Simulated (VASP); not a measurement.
# Mg7ZnCd2Te10 (P1) in VASP: single point with PBE

Aim: the single point of Mg7ZnCd2Te10 with PBE.

Everything below comes from runs of VASP 6.6.1. Logs are shortened: lines on timing, memory, paths and dates and some standing lists are left out, and cuts for length are marked.

## (1) The cell of the first run

The typed cell holds 20 atoms: a = 7.506 Å, b = 7.933 Å, c = 12.129 Å, α = 108.31°, β = 90.05°, γ = 89.99°.

## (2) Single point, PBE

Contents of INCAR:

```
PREC = Accurate
ENCUT = 520
EDIFF = 1E-7
ISMEAR = 0
SIGMA = 0.02
LREAL = Auto
LASPH = True
NELM = 100
ALGO = Normal
ISIF = 2
LWAVE = False
LCHARG = False
GGA = PE
NBANDS = 71
```

Contents of KPOINTS:

```
regular mesh
0
Gamma
  3 3 2
```

Contents of POSCAR:

```
Mg7ZnCd2Te10
1.0
    0.0035340000      0.0006250000      7.5057350000
   -0.0540250000      7.9323630000      0.0006680000
  -11.4886440000     -3.8882030000     -0.0057870000
Mg Zn Cd Te
7 1 2 10
Direct
    0.9995751862      0.7382061238      0.8016012439
    0.0010353279      0.5318873056      0.3998930236
    0.9996169455      0.1327144545      0.6050341647
    0.0009276111      0.3308598180      0.9978690881
    0.0015237216      0.9336687312      0.2000765791
    0.5024614264      0.2631235470      0.1935628536
    0.5022903365      0.6660175179      0.9972664613
    0.5012340358      0.0687913288      0.8014138691
    0.5022989784      0.4692762463      0.6038137594
    0.5026758238      0.8677712395      0.4041376626
    0.3768147336      0.7503977288      0.8020525109
    0.3760062956      0.5235406164      0.3952967644
    0.3767650931      0.1305361329      0.6111099141
    0.3782718354      0.3263128558      0.9902664804
    0.3770419240      0.9306515452      0.1971148744
    0.8841946345      0.4681262655      0.6027285786
    0.8778051809      0.2679644453      0.1998048878
    0.8843316835      0.8694258752      0.4028089433
    0.8603708008      0.0681358514      0.8026431698
    0.8779549850      0.6672560359      0.0011998064
```

Potentials or basis: VASP PAW PBE potentials, release 64 (Mg, Zn, Cd, Te).

Launch:

```bash
cat potpaw_PBE.64/Mg/POTCAR potpaw_PBE.64/Zn/POTCAR potpaw_PBE.64/Cd/POTCAR potpaw_PBE.64/Te/POTCAR > POTCAR
mpirun -np 1 vasp_std > vasp.out
```

OUTCAR:

```text
PREC = Accurate
   ENCUT = 520
   EDIFF = 1E-7
   ISMEAR = 0
   LREAL = Auto
   LASPH = True
   NELM = 100
   ISIF = 2
   GGA = PE

 ion  position               nearest neighbor table
   1  1.000  0.738  0.802-  20 2.81  16 2.81  19 2.81  11 2.83
   2  0.001  0.532  0.400-  16 2.80  18 2.81  12 2.82  17 2.82
   3  1.000  0.133  0.605-  19 2.81  16 2.81  18 2.81  13 2.83
   4  0.001  0.331  0.998-  17 2.81  20 2.81  19 2.82  14 2.83
   5  0.002  0.934  0.200-  18 2.81  17 2.81  20 2.82  15 2.82
   6  0.502  0.263  0.194-  15 2.81  17 2.82  14 2.82  12 2.83
[... 12 lines left out ...]
  19  0.860  0.068  0.803-   8 2.70   3 2.81   1 2.81   4 2.82
  20  0.878  0.667  0.001-   1 2.81   4 2.81   5 2.82   7 2.82

  LATTYP: Found a triclinic cell.
 ALAT       =    12.1287714554
 B/A-ratio  =     0.6540272466
 C/A-ratio  =     0.6188372735
 COS(alpha) =     0.0001642711
 COS(beta)  =     0.0009498143
 COS(gamma) =     0.3141183210

  Lattice vectors:

 A1 = (  11.4886440000,   3.8882030000,   0.0057870000)
 A2 = (  -0.0540250000,   7.9323630000,   0.0006680000)
 A3 = (   0.0035340000,   0.0006250000,   7.5057350000)

Analysis of symmetry for initial positions (statically):
=====================================================================
 Subroutine PRICEL returns:
 Original cell was already a primitive cell.

 Routine SETGRP: Setting up the symmetry group for a
 triclinic supercell.

 Subroutine GETGRP returns: Found  1 space group operations
 (whereof  1 operations were pure point group operations)
 out of a pool of  2 trial point group operations.

The static configuration has the point symmetry C_1 .

Analysis of symmetry for dynamics (positions and initial velocities):
=====================================================================
 Subroutine PRICEL returns:
 Original cell was already a primitive cell.

 Routine SETGRP: Setting up the symmetry group for a
 triclinic supercell.

 Subroutine GETGRP returns: Found  1 space group operations
 (whereof  1 operations were pure point group operations)
 out of a pool of  2 trial point group operations.

The dynamic configuration has the point symmetry C_1 .

 Subroutine INISYM returns: Found  1 space group operations
 (whereof  1 operations are pure point group operations),
 and found     1 'primitive' translations

----------------------------------------------------------------------------------------

                                     Primitive cell

  volume of cell :     685.5898

  direct lattice vectors                    reciprocal lattice vectors
     0.003534000  0.000625000  7.505735000    -0.000063168 -0.000011650  0.133231486
    -0.054025000  7.932363000  0.000668000    -0.042567459  0.125775924  0.000009569
   -11.488644000 -3.888203000 -0.005787000    -0.086842322 -0.000591461  0.000040938

  length of vectors
     7.505735858  7.932547000 12.128771455     0.133231502  0.132783929  0.086844345

  position of ions in fractional coordinates (direct lattice)
     0.999575186  0.738206124  0.801601244
     0.001035328  0.531887306  0.399893024
     0.999616946  0.132714454  0.605034165
     0.000927611  0.330859818  0.997869088
     0.001523722  0.933668731  0.200076579
     0.502461426  0.263123547  0.193562854
[... 12 lines left out ...]
     0.860370801  0.068135851  0.802643170
     0.877954985  0.667256036  0.001199806

  ion indices of the primitive-cell ions
   primitive index   ion index
                 1           1
                 2           2
                 3           3
                 4           4
                 5           5
                 6           6
[... 12 lines left out ...]
                19          19
                20          20

----------------------------------------------------------------------------------------

 KPOINTS: regular mesh

Automatic generation of k-mesh.
 Grid dimensions read from file:
 generate k-points for:    3    3    2

 Generating k-lattice:

  Cartesian coordinates                     Fractional coordinates (reciprocal lattice)
    -0.000021056 -0.000003883  0.044410495     0.333333333 -0.000000000  0.000000000
    -0.014189153  0.041925308  0.000003190    -0.000000000  0.333333333 -0.000000000
    -0.043421161 -0.000295731  0.000020469     0.000000000  0.000000000  0.500000000

  Length of vectors
     0.044410501  0.044261310  0.043422173

  Shift w.r.t. Gamma in fractional coordinates (k-lattice)
     0.000000000  0.000000000  0.000000000

 Subroutine IBZKPT returns following result:
 ===========================================

 Found     10 irreducible k-points:

 Following reciprocal coordinates:
            Coordinates               Weight
  0.000000  0.000000  0.000000      1.000000
  0.333333 -0.000000 -0.000000      2.000000
  0.000000  0.333333  0.000000      2.000000
  0.333333  0.333333 -0.000000      2.000000
 -0.333333  0.333333  0.000000      2.000000
 -0.000000 -0.000000  0.500000      1.000000
  0.333333 -0.000000  0.500000      2.000000
 -0.000000  0.333333  0.500000      2.000000
  0.333333  0.333333  0.500000      2.000000
 -0.333333  0.333333  0.500000      2.000000
   k-points           NKPTS =     10   k-points in BZ     NKDIM =     10   number of bands    NBANDS=     71
   number of dos      NEDOS =    301   number of ions     NIONS =     20
   total plane-waves  NPLWV = 302400
   dimension x,y,z NGX =    56 NGY =   60 NGZ =   90
   dimension x,y,z NGXF=   112 NGYF=  120 NGZF=  180
   ions per type =               7   1   2  10
   NGX,Y,Z   is equivalent  to a cutoff of  12.40, 12.57, 12.34 a.u.
   NGXF,Y,Z  is equivalent  to a cutoff of  24.81, 25.15, 24.67 a.u.
 SYSTEM =  unknown system
   PREC   = accura    normal or accurate (medium, high low for compatibility)
   ISTART =      0    job   : 0-new  1-cont  2-samecut
   ICHARG =      2    charge: 1-file 2-atom 10-const
   ISPIN  =      1    spin polarized calculation?
   LNONCOLLINEAR =      F non collinear calculations
   LSORBIT =      F    spin-orbit coupling
   LASPH  =      T    aspherical Exc in radial PAW
   ENCUT  =  520.0 eV  38.22 Ry    6.18 a.u.  13.96 14.75 22.55*2*pi/ulx,y,z
   NELM   =    100;   NELMIN=  2; NELMDL= -5     # of ELM steps
   EDIFF  = 0.1E-06   stopping-criterion for ELM
   LREAL  =      T    real-space projection
   EDIFFG = 0.1E-05   stopping-criterion for IOM
   NSW    =      0    number of steps for IOM
   IBRION =     -1    ionic relax: 0-MD 1-quasi-New 2-CG
   NFREE  =      0    steps in history (QN), initial steepest desc. (CG)
   ISIF   =      2    stress and relaxation
   ISYM   =      2    0-nonsym 1-usesym 2-fastsym
   POTIM  = 0.5000    time-step for ionic-motion
   TEBEG  =    0.0;   TEEND  =   0.0 temperature during run
   PSTRESS=    0.0 pullay stress
   NELECT =     110.0000    total number of electrons
   NUPDOWN=      -1.0000    fix difference up-down
   EMIN   =  10.00;   EMAX   =-10.00  energy-range for DOS
   EFERMI =   0.00;   METHOD = LEGACY
   ISMEAR =     0;   SIGMA  =   0.02  broadening in eV -4-tet -1-fermi 0-gaus
   EFERMI_NEDOS =   21; number of points for ismear=-14 and -15
   IALGO  =     38    algorithm
   IMIX   =      4    mixing-type and parameters
     AMIX     =   0.40;   BMIX     =  1.00
     AMIX_MAG =   1.60;   BMIX_MAG =  1.00
  volume/ion in A,a.u.               =      34.28       231.33
  Fermi-wavevector in a.u.,A,eV,Ry     =   0.889578  1.681060 10.766969  0.791350
  Thomas-Fermi vector in A             =   2.011157
   LORBIT       =      0    0 simple, 1 ext, 2 COOP (PROOUT), +10 PAW based schemes
   GGA     = PE    functional components
   LHFCALC =     F    Hartree Fock is set to
   AEXX    =    0.0000 exact exchange contribution
   IVDW    =     0    specifies the selected vdW correction
   LEPSILON=     F    determine dielectric tensor
   LRPA    =     F    only Hartree local field effects (RPA)
 non-spin polarized calculation
 Gauss-broadening in eV      SIGMA  =   0.02
  energy-cutoff  :      520.00
  volume of cell :      685.59
 maximum number of plane-waves:     18479
   NGX = 27   NGY = 29   NGZ = 45

 number of electron     110.0000009 magnetization

 Free energy of the ion-electron system (eV)
  ---------------------------------------------------
  ext. energy  EPLUGINS =         0.00000000
  ---------------------------------------------------
  free energy    TOTEN  =       -59.52930992 eV

  energy without entropy =      -59.52930992  energy(sigma->0) =      -59.52930992

 E-fermi :   2.0401     XC(G=0):  -7.9686

 val. band max:        1.9220922700   @ k =   0.0000   0.0000   0.0000
 cond. band min:       3.5997089899   @ k =   0.0000   0.0000   0.0000
 fundamental gap:      1.6776167199
 Fermi energy:         2.0401015309

 k-point     1 :       0.0000    0.0000    0.0000
  band No.  band energies     occupation
      1      -8.5751      2.00000
      2      -8.2168      2.00000
      3      -8.1684      2.00000
      4      -8.0411      2.00000
      5      -8.0176      2.00000
      6      -7.9454      2.00000
[... 59 lines left out ...]
     66       6.4348      0.00000
     67       6.4669      0.00000

 k-point     2 :       0.3333   -0.0000   -0.0000
  band No.  band energies     occupation
      1      -8.4644      2.00000
      2      -8.1967      2.00000
      3      -8.1296      2.00000
      4      -8.1030      2.00000
      5      -7.9954      2.00000
      6      -7.9493      2.00000
[... 59 lines left out ...]
     66       6.3967      0.00000
     67       6.4819      0.00000

 k-point     3 :       0.0000    0.3333    0.0000
  band No.  band energies     occupation
      1      -8.4688      2.00000
      2      -8.2273      2.00000
      3      -8.1786      2.00000
      4      -8.0716      2.00000
      5      -8.0412      2.00000
      6      -7.9721      2.00000
[... 59 lines left out ...]
     66       6.1108      0.00000
     67       6.2764      0.00000

 k-point     4 :       0.3333    0.3333   -0.0000
  band No.  band energies     occupation
      1      -8.3749      2.00000
      2      -8.1761      2.00000
      3      -8.1205      2.00000
      4      -8.0792      2.00000
      5      -8.0075      2.00000
      6      -7.9946      2.00000
[... 59 lines left out ...]
     66       6.0966      0.00000
     67       6.1450      0.00000

 k-point     5 :      -0.3333    0.3333    0.0000
  band No.  band energies     occupation
      1      -8.3747      2.00000
      2      -8.1734      2.00000
      3      -8.1304      2.00000
      4      -8.0741      2.00000
      5      -8.0156      2.00000
      6      -7.9837      2.00000
[... 59 lines left out ...]
     66       6.2275      0.00000
     67       6.2830      0.00000

 k-point     6 :      -0.0000   -0.0000    0.5000
  band No.  band energies     occupation
      1      -8.5103      2.00000
      2      -8.3915      2.00000
      3      -8.1018      2.00000
      4      -8.0068      2.00000
      5      -7.9682      2.00000
      6      -7.9402      2.00000
[... 59 lines left out ...]
     66       6.5368      0.00000
     67       6.6775      0.00000

 k-point     7 :       0.3333   -0.0000    0.5000
  band No.  band energies     occupation
      1      -8.4131      2.00000
      2      -8.2901      2.00000
      3      -8.1276      2.00000
      4      -8.0615      2.00000
      5      -8.0407      2.00000
      6      -7.9386      2.00000
[... 59 lines left out ...]
     66       6.1179      0.00000
     67       6.2816      0.00000

 k-point     8 :      -0.0000    0.3333    0.5000
  band No.  band energies     occupation
      1      -8.4425      2.00000
      2      -8.2851      2.00000
      3      -8.1896      2.00000
      4      -8.0413      2.00000
      5      -8.0290      2.00000
      6      -7.9547      2.00000
[... 59 lines left out ...]
     66       5.9907      0.00000
     67       6.2929      0.00000

 k-point     9 :       0.3333    0.3333    0.5000
  band No.  band energies     occupation
      1      -8.3561      2.00000
      2      -8.2043      2.00000
      3      -8.1285      2.00000
      4      -8.0752      2.00000
      5      -8.0115      2.00000
      6      -7.9742      2.00000
[... 59 lines left out ...]
     66       6.0584      0.00000
     67       6.2382      0.00000

 k-point    10 :      -0.3333    0.3333    0.5000
  band No.  band energies     occupation
      1      -8.3542      2.00000
      2      -8.2134      2.00000
      3      -8.1304      2.00000
      4      -8.0633      2.00000
      5      -8.0026      2.00000
      6      -7.9816      2.00000
[... 59 lines left out ...]
     66       6.2131      0.00000
     67       6.2881      0.00000
 [bands above 67 left out]

------------------------ aborting loop because EDIFF is reached ----------------------------------------

  FORCE on cell =-STRESS in cart. coord.  units (eV):
  Direction    XX          YY          ZZ          XY          YZ          ZX
  --------------------------------------------------------------------------------------
  -------------------------------------------------------------------------------------
  Total       -0.0575690      0.5102883      0.0684750      0.9063253     -0.0177921     -0.0727956
  in kB       -0.1345350      1.1925095      0.1600215      2.1180213     -0.0415790     -0.1701184
  external PRESSURE =       0.4059987 kB  Pullay stress =       0.0000000 kB

 VOLUME and BASIS-vectors are now :
 -----------------------------------------------------------------------------
  energy-cutoff  :      520.00
  volume of cell :      685.59
      direct lattice vectors                 reciprocal lattice vectors
     0.003534000  0.000625000  7.505735000    -0.000063168 -0.000011650  0.133231486
    -0.054025000  7.932363000  0.000668000    -0.042567459  0.125775924  0.000009569
   -11.488644000 -3.888203000 -0.005787000    -0.086842322 -0.000591461  0.000040938

 POSITION                                       TOTAL-FORCE (eV/Angst)
 -----------------------------------------------------------------------------------
     -9.24566      2.73956      7.49840         0.008032      0.010041      0.004381
     -4.62296      2.66426      0.00581         0.009970      0.002404     -0.001026
     -6.95466     -1.29913      7.49945         0.008903      0.003154     -0.000696
    -11.48203     -1.25542      0.00141         0.015832      0.004574     -0.000091
     -2.34904      6.62826      0.01090         0.014441      0.005006      0.004186
     -2.23621      1.33489      3.77040        -0.018742     -0.010229     -0.000154
[... 12 lines left out ...]
     -9.22192     -2.57982      6.45312        -0.013573     -0.002030      0.006658
     -0.04673      5.28880      6.59014        -0.011814     -0.005249     -0.007376
 -----------------------------------------------------------------------------------
    total drift:                               -0.013733     -0.003421     -0.006765

  FREE ENERGIE OF THE ION-ELECTRON SYSTEM (eV)
  ---------------------------------------------------
  free  energy   TOTEN  =       -59.5293099196 eV

  energy  without entropy=      -59.5293099196  energy(sigma->0) =      -59.52930992
```

Run time: 24 min. Hardware: 1 thread of AMD EPYC 7R13, shared host; peak memory 0.82 GiB.

What came out:

| Item | Value |
| --- | --- |
| Free energy | -59.5293 eV |
| Pressure | 0.0 GPa |
| Largest force | 0.056 eV/Å |
| Band gap on the k mesh | 1.68 eV, direct |

Forces on the atoms (eV/Å):
```
Mg   0.008  0.010  0.004
Mg   0.010  0.002 -0.001
Mg   0.009  0.003 -0.001
Mg   0.016  0.005  0.000
Mg   0.014  0.005  0.004
Mg  -0.019 -0.010  0.000
Mg  -0.016  0.001  0.002
Zn  -0.040 -0.019  0.003
Cd  -0.022 -0.015  0.002
Cd  -0.002 -0.001  0.003
Te   0.001  0.006 -0.006
Te   0.034  0.002 -0.004
Te   0.033  0.042 -0.017
Te   0.023 -0.027  0.003
Te   0.009  0.014 -0.004
Te  -0.011  0.006  0.011
Te  -0.013 -0.010 -0.008
Te  -0.010 -0.006  0.010
Te  -0.014 -0.002  0.007
Te  -0.012 -0.005 -0.007
```

Caveat: spin-orbit coupling is left out, which moves the levels of the heavy elements. As with any semilocal functional, this PBE gap is likely too small.
